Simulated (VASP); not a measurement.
V, 1 atom in the cell. It takes space group Fm-3m (No. 225, cubic). The conventional cell has a = 3.739 Å, b = 3.739 Å, c = 3.739 Å, α = 90.00°, β = 90.00°, γ = 90.00°. Within 3.5 Å of V (site symmetry m-3m) lie 12 V at 2.64 Å.  This cell differs from its parent crystal: volume scaled by 0.94.

```yaml
Program: VASP 6.6.1
Task: single point
Functional: PBE
Potentials_or_basis: VASP PAW PBE potentials, release 64 (V_sv)
Cutoff: 520 eV
k_mesh: 18 × 18 × 18
Occupations: gaussian, width 0.1 eV
Spin: no spin polarisation
Dipole_correction: no
Further_INCAR_settings: ALGO = Normal; EDIFF = 1e-06; NBANDS = 12
```

Potentials or basis: VASP PAW PBE potentials, release 64 (V_sv).

The run is started by

```bash
$ cat potpaw_PBE.64/V_sv/POTCAR > POTCAR
$ mpirun -np 1 vasp_std > vasp.out
```

Hardware: 1 thread of Intel Xeon 6975P-C (shared host).

Problem. How long does it take, and how much memory?

Solution. It took 18 s on 1 thread of Intel Xeon 6975P-C, with other jobs on the host, peak memory 0.14 GiB. Counts: scf iterations 11, k points 195.
